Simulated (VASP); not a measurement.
# Al32H (a cell with a defect) in VASP: further runs, part 2 of 2

VASP 6.6.1.

**3. Single point, PBE+D3(BJ)**

Contents of INCAR:

```
SYSTEM = Al32H
  PREC = Accurate
  ENCUT = 520
  EDIFF = 1E-7
  ISMEAR = -1
  SIGMA = 0.15
  LREAL = Auto
  LASPH = .TRUE.
  NELM = 60
  ALGO = Normal
  ISIF = 2
  LWAVE = .FALSE.
  LCHARG = .TRUE.
  GGA = PE
  IVDW = 12
  LELF = .TRUE.
  LVHAR = .TRUE.
  NBANDS = 70
```

Contents of KPOINTS:

```
regular mesh
0
G
  3 3 3
  0 0 0
```

Contents of POSCAR:

```
Al32H
1.0
    8.1000000000      0.0000000000      0.0000000000
    0.0000000000      8.1000000000      0.0000000000
    0.0000000000      0.0000000000      8.1000000000
Al H
32 1
Direct
    0.4991294685     -0.0000713441      0.0001163161
    0.7501314354      0.2484879698      0.0001708863
    0.7501450202     -0.0001170615      0.2486583147
    0.0011087673     -0.0000761161      0.0001238151
    0.2501631546      0.2489665549      0.0001217768
    0.4986944756      0.4999333725      0.0001920972
    0.7501417985      0.7513949337      0.0001851922
    0.2501571201     -0.0000718415      0.2491040015
    0.5006711534      0.2503638412      0.2506225595
    0.7501148152      0.4999497612      0.2447930289
    0.4987021641     -0.0001189726      0.5001092868
    0.7501030749      0.2441759337      0.5000744722
    0.7501284116     -0.0001027376      0.7515352365
    0.0015652278      0.4999437599      0.0001621444
    0.2501584057      0.7509259041      0.0001180925
   -0.0002534671      0.2503623357      0.2505788313
    0.2502509488      0.4999346748      0.2486424309
    0.5006750618      0.7494402629      0.2506223835
    0.0015594936     -0.0001002066      0.5000926547
    0.2502271922      0.2484809622      0.5000968635
    0.4948953187      0.4999493847      0.5000841295
    0.7501132849      0.7553348154      0.5000823579
    0.2501645999     -0.0000755338      0.7510723052
    0.5006363119      0.2503676224      0.7496918151
    0.7500986790      0.4999576604      0.7559904584
   -0.0002530026      0.7494461824      0.2506064017
    0.0061340931      0.4999596338      0.5000679481
    0.2502459083      0.7514030397      0.5001047449
   -0.0002291703      0.2503251996      0.7497249677
    0.2502210436      0.4999425648      0.7515478875
    0.5006618964      0.7494392412      0.7496947379
   -0.0002480904      0.7494883676      0.7497024320
    0.7519429251      0.4990924154      0.5014624996
```

Potentials or basis: VASP PAW PBE potentials, release 64 (Al, H).

Started as:

```console
> cat potpaw_PBE.64/Al/POTCAR potpaw_PBE.64/H/POTCAR > POTCAR
> mpirun -np 1 vasp_std > vasp.out
```

OUTCAR:

```text
SYSTEM = Al32H
   PREC = Accurate
   ENCUT = 520
   EDIFF = 1E-7
   ISMEAR = -1
   LREAL = Auto
   LASPH = .TRUE.
   NELM = 60
   ISIF = 2
   GGA = PE
   IVDW = 12
 IVDW          = 12

 ion  position               nearest neighbor table
   1  0.499  1.000  0.000-   8 2.85  15 2.85   5 2.85  23 2.85   7 2.86   3 2.86   2 2.86  13 2.86
                            24 2.87  31 2.87   9 2.87  18 2.87
   2  0.750  0.248  0.000-  25 2.84  10 2.84   3 2.85  13 2.85   4 2.86   1 2.86   9 2.86  24 2.86
                            16 2.86  29 2.86   6 2.88  14 2.88
   3  0.750  1.000  0.249-  12 2.84  22 2.84   7 2.85   2 2.85   4 2.86   1 2.86  18 2.86   9 2.86
                            26 2.86  16 2.86  19 2.88  11 2.88
   4  0.001  1.000  0.000-   8 2.85  15 2.85   5 2.85  23 2.85   7 2.86   3 2.86   2 2.86  13 2.86
                            29 2.87  32 2.87  16 2.87  26 2.87
   5  0.250  0.249  0.000-   1 2.85   8 2.85  23 2.85   4 2.85  17 2.86   6 2.86  30 2.86  14 2.86
                            29 2.87  16 2.87  24 2.87   9 2.87
   6  0.499  0.500  0.000-  25 2.84  10 2.84  17 2.85  30 2.85   5 2.86  15 2.86  18 2.86   9 2.86
                            31 2.86  24 2.86   2 2.88   7 2.88
   7  0.750  0.751  0.000-  25 2.84  10 2.84   3 2.85  13 2.85   4 2.86   1 2.86  18 2.86  31 2.86
                            26 2.86  32 2.86  14 2.88   6 2.88
[... 1171 lines left out ...]
     59       9.7697      0.00001
     60       9.7697      0.00001
 [bands above 60 left out]

------------------------ aborting loop because EDIFF is reached ----------------------------------------

 Edisp (eV)  -10.83339

 E8    (eV) :    -4.8238

  FORCE on cell =-STRESS in cart. coord.  units (eV):
  Direction    XX          YY          ZZ          XY          YZ          ZX
  --------------------------------------------------------------------------------------
  -------------------------------------------------------------------------------------
  Total     -11.24581   -11.24374   -11.24411     0.00015     0.00238    -0.00297
  in kB     -33.90363   -33.89741   -33.89850     0.00044     0.00717    -0.00895
  external pressure =      -33.90 kB  Pullay stress =        0.00 kB

 VOLUME and BASIS-vectors are now :
 -----------------------------------------------------------------------------
  energy-cutoff  :      520.00
  volume of cell :      531.44
      direct lattice vectors                 reciprocal lattice vectors
     8.100000000  0.000000000  0.000000000     0.123456790  0.000000000  0.000000000
     0.000000000  8.100000000  0.000000000     0.000000000  0.123456790  0.000000000
     0.000000000  0.000000000  8.100000000     0.000000000  0.000000000  0.123456790

 POSITION                                       TOTAL-FORCE (eV/Angst)
 -----------------------------------------------------------------------------------
      4.04295      8.09942      0.00094        -0.005152     -0.001137      0.001202
      6.07606      2.01275      0.00138        -0.000783     -0.005836     -0.000766
      6.07617      8.09905      2.01413         0.000091     -0.000416     -0.005706
      0.00898      8.09938      0.00100         0.006504     -0.000315      0.001070
      2.02632      2.01663      0.00099         0.001197     -0.006609      0.000837
      4.03943      4.04946      0.00156        -0.005242      0.000307      0.001160
[... 25 lines left out ...]
      8.09799      6.07086      6.07259        -0.001707     -0.002675     -0.001666
      6.09074      4.04265      4.06185        -0.003292      0.001469     -0.002385
 -----------------------------------------------------------------------------------
    total drift:                                0.023198     -0.011811      0.017956

  FREE ENERGIE OF THE ION-ELECTRON SYSTEM (eV)
  ---------------------------------------------------
  free  energy   TOTEN  =      -134.3901723904 eV

  energy  without entropy=     -133.6838326724  energy(sigma->0) =     -134.03700253
```

OSZICAR:

```text
N       E                     dE             d eps       ncg     rms          rms(c)
DAV:   1     0.130650005472E+03    0.13065E+03   -0.33985E+04  1960   0.111E+03
DAV:   2    -0.110183843902E+03   -0.24083E+03   -0.22519E+03  2304   0.145E+02
DAV:   3    -0.124159011675E+03   -0.13975E+02   -0.13358E+02  2440   0.284E+01
DAV:   4    -0.124442479138E+03   -0.28347E+00   -0.28074E+00  2336   0.422E+00
DAV:   5    -0.124446205718E+03   -0.37266E-02   -0.37238E-02  2354   0.553E-01    0.757E+00
DAV:   6    -0.123878312878E+03    0.56789E+00   -0.17188E-01  2828   0.134E+00    0.436E+00
DAV:   7    -0.123570418963E+03    0.30789E+00   -0.56729E-01  2218   0.177E+00    0.768E-01
DAV:   8    -0.123560088143E+03    0.10331E-01   -0.55703E-02  2258   0.642E-01    0.436E-01
DAV:   9    -0.123556999131E+03    0.30890E-02   -0.17970E-02  2300   0.277E-01    0.152E-01
DAV:  10    -0.123556815523E+03    0.18361E-03   -0.26873E-03  2318   0.126E-01    0.148E-01
DAV:  11    -0.123556817253E+03   -0.17305E-05   -0.18624E-04  2328   0.321E-02    0.307E-02
DAV:  12    -0.123556782145E+03    0.35108E-04   -0.36414E-05  2772   0.175E-02    0.890E-03
DAV:  13    -0.123556783869E+03   -0.17241E-05   -0.36481E-05  2228   0.102E-02    0.592E-03
DAV:  14    -0.123556783117E+03    0.75237E-06   -0.16465E-06  2578   0.331E-03    0.179E-03
DAV:  15    -0.123556782563E+03    0.55402E-06   -0.11768E-06  2244   0.182E-03    0.172E-03
DAV:  16    -0.123556782291E+03    0.27137E-06   -0.11986E-07  1690   0.935E-04    0.549E-04
DAV:  17    -0.123556782309E+03   -0.17556E-07   -0.10365E-07  1426   0.510E-04
   1 F= -.13439017E+03 E0= -.13403700E+03  d E =-.706340E+00
```

Run time: 13 min. Hardware: 1 thread of AMD EPYC 7R13 (Zen 3), shared host; peak memory 0.62 GiB.

Results:

```
Free energy                : -134.3902 eV
Pressure                   : -3.4 GPa
Largest force              : 0.008 eV/Å
Band gap on the k mesh     : zero (an odd number of electrons rules out a gap without spin polarisation)
Dispersion energy per atom : -0.328 eV
```

Forces in eV/Å, atoms in the order of the input:
```
Al  -0.005 -0.001  0.001
Al  -0.001 -0.006 -0.001
Al   0.000  0.000 -0.006
Al   0.007  0.000  0.001
Al   0.001 -0.007  0.001
Al  -0.005  0.000  0.001
Al   0.000  0.005  0.001
Al   0.001  0.000 -0.005
Al   0.001  0.002  0.001
Al   0.001 -0.001 -0.006
Al  -0.005  0.000  0.000
Al   0.004  0.002  0.003
Al  -0.001  0.000  0.006
Al   0.006  0.001  0.000
Al   0.001  0.006  0.001
Al  -0.001  0.002  0.002
Al   0.001  0.000 -0.005
Al   0.001 -0.001  0.001
Al   0.006  0.000  0.000
Al  -0.001 -0.006 -0.001
Al  -0.008 -0.001  0.001
Al   0.001  0.003  0.001
Al   0.002  0.000  0.006
Al   0.003  0.002 -0.001
Al   0.003 -0.002 -0.004
Al  -0.001 -0.002  0.002
Al  -0.004 -0.001  0.002
Al   0.001  0.005  0.000
Al  -0.002  0.003 -0.003
Al  -0.001  0.000  0.006
Al   0.002 -0.001 -0.001
Al  -0.002 -0.003 -0.002
H   -0.003  0.001 -0.002
```

Levels at points of the mesh, in eV from the Fermi level:
| k point | band 44 | band 45 | band 46 | band 47 | band 48 | band 49 | band 50 | band 51 | band 52 | band 53 |
| --- | --- | --- | --- | --- | --- | --- | --- | --- | --- | --- |
| (0.00, 0.00, 0.00) | -0.77 | -0.77 | -0.76 | 0.19 | 0.19 | 0.24 | 0.24 | 0.24 | 1.08 | 1.08 |
